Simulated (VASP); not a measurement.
Input of a VASP 6.6.1 run:

File INCAR:

```
SYSTEM = AlRu
ALGO = Normal
EDIFF = 1E-6
ENCUT = 560
GGA = PE
GGA_COMPAT = .FALSE.
ISIF = 2
ISMEAR = -1
LASPH = .TRUE.
LCHARG = .TRUE.
LELF = .TRUE.
LREAL = .FALSE.
LVHAR = .TRUE.
LWAVE = .FALSE.
NBANDS = 16
NELM = 120
PREC = Accurate
SIGMA = 0.05
```

Contents of KPOINTS:

```
k-points
0
G
  13 13 12
  0 0 0
```

The input POSCAR:

```
AlRu
1.0
    2.3528891640      0.0000000000      0.0000000000
   -1.1764445820      2.0376617883      0.0000000000
    0.0000000000      0.0000000000      3.2421935578
Ru Al
1 1
Direct
    0.0000000000      0.0000000000      0.0000000000
    0.3333333333      0.6666666667      0.5000000000
```

Potentials or basis: VASP PAW PBE potentials, release 64 (Ru_sv, Al).

The run is started by

```bash
$ cat potpaw_PBE.64/Ru_sv/POTCAR potpaw_PBE.64/Al/POTCAR > POTCAR
$ mpirun -np 1 vasp_std > vasp.out
```

Task: Predict the band gap on the k mesh.

Result: Zero (an odd number of electrons rules out a gap without spin polarisation).

Task: Predict the pressure.

Result: 408.2 GPa.

Stress tensor (GPa, compression positive):
```
408.03   0.00   0.00
  0.00 408.03   0.00
  0.00   0.00 408.54
```

Caveat: the cell stands under pressure.
